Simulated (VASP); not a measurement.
Input of a VASP 6.6.1 run:

INCAR

```
SYSTEM = Sn
  PREC = Accurate
  ENCUT = 520
  EDIFF = 1E-6
  ISMEAR = -1
  SIGMA = 0.1
  LREAL = .FALSE.
  LASPH = .TRUE.
  NELM = 60
  ALGO = Normal
  ISIF = 2
  LWAVE = .FALSE.
  LCHARG = .FALSE.
  NBANDS = 21
```

KPOINTS

```
regular mesh
0
G
  12 12 7
  0 0 0
```

Contents of POSCAR:

```
Sn
1.0
    3.3718412846      0.0000000000      0.0000000000
   -1.6859206423      2.9201002100      0.0000000000
    0.0000000000      0.0000000000      5.6103584613
Sn
2
Direct
    0.3333333333      0.6666666667      0.2500000000
    0.6666666667      0.3333333333      0.7500000000
```

Potentials or basis: VASP PAW LDA potentials, release 64 (Sn_d).

Launch:

```sh
$ cat potpaw_LDA.64/Sn_d/POTCAR > POTCAR
$ mpirun -np 1 vasp_std > vasp.out
```

Estimate the band gap on the k mesh.

zero (bands 14 and 15 overlap by 8.02 eV).

Predict the pressure.

-3.8 GPa.

Stress tensor (GPa, compression positive):
```
-3.43  0.00  0.00
 0.00 -3.43  0.00
 0.00  0.00 -4.40
```

Caveat: the cell stands under tension; spin-orbit coupling is left out, which moves the levels of the heavy elements.
